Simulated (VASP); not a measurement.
# Pt (Fm-3m) in VASP: single point with PBE

Aim: the single point of Pt with PBE.

Program: VASP 6.6.1. These are calculated values, not measurements. Logs are shortened: lines on timing, memory, paths and dates and some standing lists are left out, and cuts for length are marked.

### Step 1. The cell of the first run

It takes space group Fm-3m (No. 225, cubic). Conventional cell: a = 3.916 Å, b = 3.916 Å, c = 3.916 Å, α = 90.00°, β = 90.00°, γ = 90.00°. Pt (site symmetry m-3m) has 12 Pt at 2.77 Å within 3.6 Å.

### Step 2. Single point, PBE

The input, INCAR:

```
PREC = Accurate
ENCUT = 520
EDIFF = 1E-7
ISMEAR = 0
SIGMA = 0.1
LREAL = False
LASPH = True
NELM = 60
ALGO = Fast
ISIF = 2
LWAVE = False
LCHARG = False
GGA = PE
NBANDS = 11
```

The input, KPOINTS:

```
Automatic mesh
0
Gamma
  8 8 8
```

The input, POSCAR:

```
Pt
1.0
    0.0000000000      1.9579000000      1.9579000000
    1.9579000000      0.0000000000      1.9579000000
    1.9579000000      1.9579000000      0.0000000000
Pt
1
Direct
    0.0000000000      0.0000000000      0.0000000000
```

Potentials or basis: VASP PAW PBE potentials, release 64 (Pt).

The run is started by

```bash
$ cat potpaw_PBE.64/Pt/POTCAR > POTCAR
$ mpirun -np 1 vasp_std > vasp.out
```

OUTCAR:

```text
PREC = Accurate
   ENCUT = 520
   EDIFF = 1E-7
   ISMEAR = 0
   LREAL = False
   LASPH = True
   NELM = 60
   ISIF = 2
   GGA = PE

 ion  position               nearest neighbor table
   1  0.000  0.000  0.000-

  LATTYP: Found a face centered cubic cell.
 ALAT       =     3.9158000000

  Lattice vectors:

 A1 = (   0.0000000000,   1.9579000000,   1.9579000000)
 A2 = (   1.9579000000,   0.0000000000,   1.9579000000)
 A3 = (   1.9579000000,   1.9579000000,   0.0000000000)

Analysis of symmetry for initial positions (statically):
=====================================================================
 Subroutine PRICEL returns:
 Original cell was already a primitive cell.

 Routine SETGRP: Setting up the symmetry group for a
 face centered cubic supercell.

 Subroutine GETGRP returns: Found 48 space group operations
 (whereof 48 operations were pure point group operations)
 out of a pool of 48 trial point group operations.

The static configuration has the point symmetry O_h .

Analysis of symmetry for dynamics (positions and initial velocities):
=====================================================================
 Subroutine PRICEL returns:
 Original cell was already a primitive cell.

 Routine SETGRP: Setting up the symmetry group for a
 face centered cubic supercell.

 Subroutine GETGRP returns: Found 48 space group operations
 (whereof 48 operations were pure point group operations)
 out of a pool of 48 trial point group operations.

The dynamic configuration has the point symmetry O_h .

 Subroutine INISYM returns: Found 48 space group operations
 (whereof 48 operations are pure point group operations),
 and found     1 'primitive' translations

----------------------------------------------------------------------------------------

                                     Primitive cell

  volume of cell :      15.0107

  direct lattice vectors                    reciprocal lattice vectors
     0.000000000  1.957900000  1.957900000    -0.255375658  0.255375658  0.255375658
     1.957900000  0.000000000  1.957900000     0.255375658 -0.255375658  0.255375658
     1.957900000  1.957900000  0.000000000     0.255375658  0.255375658 -0.255375658

  length of vectors
     2.768888734  2.768888734  2.768888734     0.442323614  0.442323614  0.442323614

  position of ions in fractional coordinates (direct lattice)
     0.000000000  0.000000000  0.000000000

  ion indices of the primitive-cell ions
   primitive index   ion index
                 1           1

----------------------------------------------------------------------------------------

 KPOINTS: Automatic mesh

Automatic generation of k-mesh.
 Grid dimensions read from file:
 generate k-points for:    8    8    8

 Generating k-lattice:

  Cartesian coordinates                     Fractional coordinates (reciprocal lattice)
    -0.031921957  0.031921957  0.031921957     0.125000000  0.000000000  0.000000000
     0.031921957 -0.031921957  0.031921957     0.000000000  0.125000000  0.000000000
     0.031921957  0.031921957 -0.031921957     0.000000000  0.000000000  0.125000000

  Length of vectors
     0.055290452  0.055290452  0.055290452

  Shift w.r.t. Gamma in fractional coordinates (k-lattice)
     0.000000000  0.000000000  0.000000000

 Subroutine IBZKPT returns following result:
 ===========================================

 Found     29 irreducible k-points:

 Following reciprocal coordinates:
            Coordinates               Weight
  0.000000  0.000000  0.000000      1.000000
  0.125000  0.000000  0.000000      8.000000
  0.250000  0.000000  0.000000      8.000000
  0.375000  0.000000  0.000000      8.000000
  0.500000  0.000000  0.000000      4.000000
  0.125000  0.125000  0.000000      6.000000
[... 16 lines left out ...]
  0.500000  0.250000  0.125000     48.000000
 -0.375000  0.250000  0.125000     24.000000
 [... further k-points ...]
   k-points           NKPTS =     29   k-points in BZ     NKDIM =     29   number of bands    NBANDS=     11
   number of dos      NEDOS =    301   number of ions     NIONS =      1
   total plane-waves  NPLWV =  13824
   dimension x,y,z NGX =    24 NGY =   24 NGZ =   24
   dimension x,y,z NGXF=    48 NGYF=   48 NGZF=   48
   ions per type =               1
   NGX,Y,Z   is equivalent  to a cutoff of  14.41, 14.41, 14.41 a.u.
   NGXF,Y,Z  is equivalent  to a cutoff of  28.82, 28.82, 28.82 a.u.
 SYSTEM =  unknown system
   PREC   = accura    normal or accurate (medium, high low for compatibility)
   ISTART =      0    job   : 0-new  1-cont  2-samecut
   ICHARG =      2    charge: 1-file 2-atom 10-const
   ISPIN  =      1    spin polarized calculation?
   LNONCOLLINEAR =      F non collinear calculations
   LSORBIT =      F    spin-orbit coupling
   LASPH  =      T    aspherical Exc in radial PAW
   ENCUT  =  520.0 eV  38.22 Ry    6.18 a.u.   5.15  5.15  5.15*2*pi/ulx,y,z
   NELM   =     60;   NELMIN=  2; NELMDL= -5     # of ELM steps
   EDIFF  = 0.1E-06   stopping-criterion for ELM
   LREAL  =      F    real-space projection
   EDIFFG = 0.1E-05   stopping-criterion for IOM
   NSW    =      0    number of steps for IOM
   IBRION =     -1    ionic relax: 0-MD 1-quasi-New 2-CG
   NFREE  =      0    steps in history (QN), initial steepest desc. (CG)
   ISIF   =      2    stress and relaxation
   ISYM   =      2    0-nonsym 1-usesym 2-fastsym
   POTIM  = 0.5000    time-step for ionic-motion
   TEBEG  =    0.0;   TEEND  =   0.0 temperature during run
   PSTRESS=    0.0 pullay stress
   NELECT =      10.0000    total number of electrons
   NUPDOWN=      -1.0000    fix difference up-down
   EMIN   =  10.00;   EMAX   =-10.00  energy-range for DOS
   EFERMI =   0.00;   METHOD = LEGACY
   ISMEAR =     0;   SIGMA  =   0.10  broadening in eV -4-tet -1-fermi 0-gaus
   EFERMI_NEDOS =   21; number of points for ismear=-14 and -15
   IALGO  =     68    algorithm
   IMIX   =      4    mixing-type and parameters
     AMIX     =   0.40;   BMIX     =  1.00
     AMIX_MAG =   1.60;   BMIX_MAG =  1.00
  volume/ion in A,a.u.               =      15.01       101.30
  Fermi-wavevector in a.u.,A,eV,Ry     =   1.429797  2.701924 27.814648  2.044319
  Thomas-Fermi vector in A             =   2.549712
   LORBIT       =      0    0 simple, 1 ext, 2 COOP (PROOUT), +10 PAW based schemes
   GGA     = PE    functional components
   LHFCALC =     F    Hartree Fock is set to
   AEXX    =    0.0000 exact exchange contribution
   IVDW    =     0    specifies the selected vdW correction
   LEPSILON=     F    determine dielectric tensor
   LRPA    =     F    only Hartree local field effects (RPA)
 non-spin polarized calculation
 RMM-DIIS sequential band-by-band and
 Gauss-broadening in eV      SIGMA  =   0.10
  energy-cutoff  :      520.00
  volume of cell :       15.01
 maximum number of plane-waves:       415
 NGX is ok and might be reduce to    24
   NGX = 11   NGY = 11   NGZ = 11

 number of electron      10.0000000 magnetization

 number of electron       9.9999999 magnetization

 Free energy of the ion-electron system (eV)
  ---------------------------------------------------
  ext. energy  EPLUGINS =         0.00000000
  ---------------------------------------------------
  free energy    TOTEN  =        -6.06893367 eV

  energy without entropy =       -6.06010440  energy(sigma->0) =       -6.06451904

 E-fermi :  11.2871     XC(G=0): -13.5258

 val. band max:       11.1458269808   @ k =  -0.3750   0.3750   0.0000
 cond. band min:      11.2893620661   @ k =  -0.2500   0.1250   0.0000
 fundamental gap:      0.1435350853
 Fermi energy:        11.2870899984

 k-point     1 :       0.0000    0.0000    0.0000
  band No.  band energies     occupation
      1       1.0862      2.00000
      2       7.5100      2.00000
      3       7.5100      2.00000
      4       7.5100      2.00000
      5       9.6760      2.00000
      6       9.6760      2.00000
      7      25.9867      0.00000
      8      30.9770      0.00000
      9      30.9770      0.00000
     10      30.9770      0.00000
     11      36.3471      0.00000

 k-point     2 :       0.1250    0.0000    0.0000
  band No.  band energies     occupation
      1       1.6996      2.00000
      2       7.2666      2.00000
      3       7.7304      2.00000
      4       7.7304      2.00000
      5       9.5744      2.00000
      6       9.5744      2.00000
      7      26.8852      0.00000
      8      28.5172      0.00000
      9      31.9236      0.00000
     10      31.9236      0.00000
     11      37.6812      0.00000

 k-point     3 :       0.2500    0.0000    0.0000
  band No.  band energies     occupation
      1       3.1370      2.00000
      2       7.1643      2.00000
      3       7.8846      2.00000
      4       7.8846      2.00000
      5       9.8544      2.00000
      6       9.8544      2.00000
      7      24.6847      0.00000
      8      27.7426      0.00000
      9      34.0564      0.00000
     10      34.0564      0.00000
     11      34.9205      0.00000

 k-point     4 :       0.3750    0.0000    0.0000
  band No.  band energies     occupation
      1       3.9240      2.00000
      2       7.6031      2.00000
      3       7.6031      2.00000
      4       8.8380      2.00000
      5      10.8200      2.00000
      6      10.8200      2.00000
      7      20.1651      0.00000
      8      26.2578      0.00000
      9      31.7976      0.00000
     10      31.7976      0.00000
     11      37.9141      0.00000
[... 239 lines left out ...]
 k-point    22 :       0.3750    0.2500    0.1250
  band No.  band energies     occupation
      1       4.4218      2.00000
      2       6.1850      2.00000
      3       7.4927      2.00000
      4       9.1794      2.00000
      5       9.2654      2.00000
      6      11.3402      0.45249
      7      24.9082      0.00000
      8      27.1446      0.00000
      9      29.3429      0.00000
     10      31.5947      0.00000
     11      35.7212      0.00000

 k-point    23 :       0.5000    0.2500    0.1250
  band No.  band energies     occupation
      1       5.2312      2.00000
      2       6.6864      2.00000
      3       6.9799      2.00000
      4       8.8823      2.00000
      5      10.5757      2.00000
      6      13.2689      0.00000
      7      20.6533      0.00000
      8      25.7889      0.00000
      9      27.6030      0.00000
     10      31.8830      0.00000
     11      35.6932      0.00000

 k-point    24 :      -0.3750    0.2500    0.1250
  band No.  band energies     occupation
      1       5.2505      2.00000
      2       6.4767      2.00000
      3       7.8589      2.00000
      4       8.6158      2.00000
      5      11.1270      1.97640
      6      15.7804      0.00000
      7      16.8871      0.00000
      8      26.1224      0.00000
      9      26.4634      0.00000
     10      30.5487      0.00000
     11      37.5975      0.00000

 [... further k-points ...]

------------------------ aborting loop because EDIFF is reached ----------------------------------------

  FORCE on cell =-STRESS in cart. coord.  units (eV):
  Direction    XX          YY          ZZ          XY          YZ          ZX
  --------------------------------------------------------------------------------------
  -------------------------------------------------------------------------------------
  Total        0.9605218      0.9605218      0.9605218      0.0000000      0.0000000     -0.0000000
  in kB      102.5218143    102.5218143    102.5218143      0.0000000      0.0000000     -0.0000000
  external PRESSURE =     102.5218143 kB  Pullay stress =       0.0000000 kB

 VOLUME and BASIS-vectors are now :
 -----------------------------------------------------------------------------
  energy-cutoff  :      520.00
  volume of cell :       15.01
      direct lattice vectors                 reciprocal lattice vectors
     0.000000000  1.957900000  1.957900000    -0.255375658  0.255375658  0.255375658
     1.957900000  0.000000000  1.957900000     0.255375658 -0.255375658  0.255375658
     1.957900000  1.957900000  0.000000000     0.255375658  0.255375658 -0.255375658

 POSITION                                       TOTAL-FORCE (eV/Angst)
 -----------------------------------------------------------------------------------
      0.00000      0.00000      0.00000        -0.000000      0.000000      0.000000
 -----------------------------------------------------------------------------------
    total drift:                               -0.000000      0.000000     -0.000000

  FREE ENERGIE OF THE ION-ELECTRON SYSTEM (eV)
  ---------------------------------------------------
  free  energy   TOTEN  =        -6.0689336693 eV

  energy  without entropy=       -6.0601044024  energy(sigma->0) =       -6.06451904
```

Wall time 12 s (1 thread of Intel Xeon 6975P-C, shared host); peak memory 0.13 GiB.

What came out:

```yaml
Free_energy: -6.0689 eV
Pressure: 10.3 GPa
Band_gap_on_the_k_mesh: zero (band 5 reaches 11.82 eV, above the bottom of band 6 at 9.57 eV)
```

Levels at points of the mesh, in eV from the Fermi level:
| k point | band 1 | band 2 | band 3 | band 4 | band 5 | band 6 | band 7 | band 8 | band 9 | band 10 |
| --- | --- | --- | --- | --- | --- | --- | --- | --- | --- | --- |
| (0.00, 0.00, 0.00) | -10.20 | -3.78 | -3.78 | -3.78 | -1.61 | -1.61 | 14.70 | 19.69 | 19.69 | 19.69 |
| (0.50, 0.00, 0.00) | -7.32 | -3.84 | -3.84 | -0.42 | 0.07 | 0.07 | 5.92 | 14.27 | 19.08 | 19.08 |
| (0.50, 0.50, 0.00) | -7.08 | -6.62 | 0.04 | 0.53 | 0.53 | 1.84 | 8.98 | 11.48 | 11.48 | 20.27 |

Caveat: spin-orbit coupling is left out, which moves the levels of the heavy elements.
